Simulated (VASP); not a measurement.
Input of a VASP 6.6.1 run:

The input INCAR:

```
SYSTEM = InP
PREC = Accurate
ENCUT = 520
EDIFF = 1E-8
ISMEAR = 0
SIGMA = 0.05
LREAL = .False.
LASPH = .True.
NELM = 80
ALGO = Normal
ISIF = 2
LWAVE = .False.
LCHARG = .False.
METAGGA = R2SCAN
LMIXTAU = .True.
NBANDS = 16
IBRION = 6
NFREE = 2
POTIM = 0.015
NSW = 1
```

File KPOINTS:

```
regular mesh
0
Gamma
  8 8 8
  0 0 0
```

File POSCAR:

```
InP
1.0
    0.0000000000      2.9535689173      2.9535689173
    2.9535689173      0.0000000000      2.9535689173
    2.9535689173      2.9535689173      0.0000000000
In P
1 1
Direct
    0.0000000000      0.0000000000      0.0000000000
    0.7500000000      0.7500000000      0.7500000000
```

Potentials or basis: VASP PAW PBE potentials, release 64 (In_d, P).

The run is started by

```bash
$ cat potpaw_PBE.64/In_d/POTCAR potpaw_PBE.64/P/POTCAR > POTCAR
$ mpirun -np 1 vasp_std > vasp.out
```

(1) What does it give for the highest phonon frequency at Γ, LO-TO splitting left out?

## Answers

(1) 295 cm⁻¹.
